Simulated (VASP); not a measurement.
# Cd3O: single point with PBE

Cd3O:

```
Cd O
1.0
     3.42867    0.00000    0.00000
    -1.71433    2.96931    0.00000
     0.00000    0.00000   15.37346
Cd O
6 2
Direct
  0.00000 0.00000 0.00000
  0.33333 0.66667 0.18151
  0.66667 0.33333 0.81849
  0.00000 0.00000 0.50000
  0.66667 0.33333 0.34073
  0.33333 0.66667 0.65927
  0.66667 0.33333 0.09041
  0.33333 0.66667 0.90959
```

- Program: VASP 6.6.1
- Task: single point
- Functional: PBE
- Potentials or basis: VASP PAW PBE potentials, release 64 (Cd, O)
- Cutoff: 600 eV
- k mesh: 12 × 12 × 2
- Occupations: gaussian, width 0.1 eV
- Spin: no spin polarisation
- Dipole correction: no
- Further INCAR settings: ALGO = Normal; EDIFF = 1e-06; NBANDS = 52

```
Pressure               : -2.8 GPa
Largest force          : 0.042 eV/Å
Band gap on the k mesh : zero (bands 42 and 43 overlap by 1.94 eV)
```

Forces in eV/Å, atoms in the order of the input:
```
Cd   0.000  0.000  0.000
Cd   0.000  0.000  0.042
Cd   0.000  0.000 -0.042
Cd   0.000  0.000  0.000
Cd   0.000  0.000  0.000
Cd   0.000  0.000  0.000
O    0.000  0.000  0.010
O    0.000  0.000 -0.010
```

Stress tensor (GPa, compression positive):
```
-2.80  0.00  0.00
 0.00 -2.80  0.00
 0.00  0.00 -2.72
```

Levels at points of the mesh, in eV from the Fermi level:
```tsv
k point	band 39	band 40	band 41	band 42	band 43	band 44	band 45	band 46
(0.00, 0.00, 0.00)	-2.39	-1.87	-1.87	-1.81	-1.27	1.34	2.20	5.48
(0.50, 0.00, 0.00)	-2.41	-2.11	-1.51	-1.45	-0.24	0.59	1.72	1.86
(0.00, 0.00, 0.50)	-2.39	-2.39	-1.87	-1.87	-0.07	0.20	3.20	4.19
(0.50, 0.00, 0.50)	-2.41	-2.11	-1.47	-1.45	-0.17	0.34	1.98	2.01
```

It took 7.3 min on 1 thread of Oxide Virtual Turin-like Processor (shared host), peak memory 0.44 GiB.
